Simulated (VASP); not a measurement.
Set up this calculation in VASP 6.6.1, as the native input.

```yaml
Task: electric field gradients
Functional: LDA
Potentials_or_basis: VASP PAW LDA potentials, release 64 (Sr_sv, Cd)
Cutoff: 520 eV
k_mesh: 10 × 10 × 10
Occupations: fermi-dirac, width 0.08 eV
Spin: no spin polarisation
Dipole_correction: no
Further_INCAR_settings: ALGO = Normal; EDIFF = 1e-08; NBANDS = 18
```

The structure of SrCd lies in POSCAR:

```
SrCd
1.0
    4.0830600000      0.0000000000      0.0000000000
    0.0000000000      4.0830600000      0.0000000000
    0.0000000000      0.0000000000      4.0030000000
Sr Cd
1 1
Direct
    0.5000000000      0.5000000000      0.5000000000
    0.0000000000      0.0000000000      0.0000000000
```

This cell differs from its parent crystal: equal xx and yy strain of +2 %.

The input as run:

INCAR

```
PREC     = Accurate       # precision mode
ENCUT    = 520            # plane-wave cutoff, eV
EDIFF    = 1E-8           # SCF threshold, eV
ISMEAR   = -1             # smearing method
SIGMA    = 0.08           # smearing width, eV
LREAL    = F              # projectors in reciprocal space
LASPH    = T              # aspherical terms in the spheres
NELM     = 100            # most SCF steps
ALGO     = Normal         # electronic algorithm
ISIF     = 2              # what is computed and relaxed
LWAVE    = F              # write WAVECAR
LCHARG   = F              # write CHGCAR
LEFG     = T            
NBANDS   = 18             # bands
```

KPOINTS

```
regular mesh
0
Gamma
  10 10 10
```

Potentials or basis: VASP PAW LDA potentials, release 64 (Sr_sv, Cd).

Command:

```bash
$ cat potpaw_LDA.64/Sr_sv/POTCAR potpaw_LDA.64/Cd/POTCAR > POTCAR
$ mpirun -np 1 vasp_std > vasp.out
```

It gave:

The pressure is -2.8 GPa and the band gap on the k mesh is zero (band 11 reaches 3.21 eV, above the bottom of band 12 at 1.17 eV).

Caveat: the cell differs from its parent crystal (equal xx and yy strain of +2 %); without QUAD_EFG the Cq values of the log hold for a quadrupole moment of 1 mb, not for the nuclei.

Run time: 3.2 min on 1 thread of Oxide Virtual Turin-like Processor, on a shared host, peak memory 0.24 GiB.
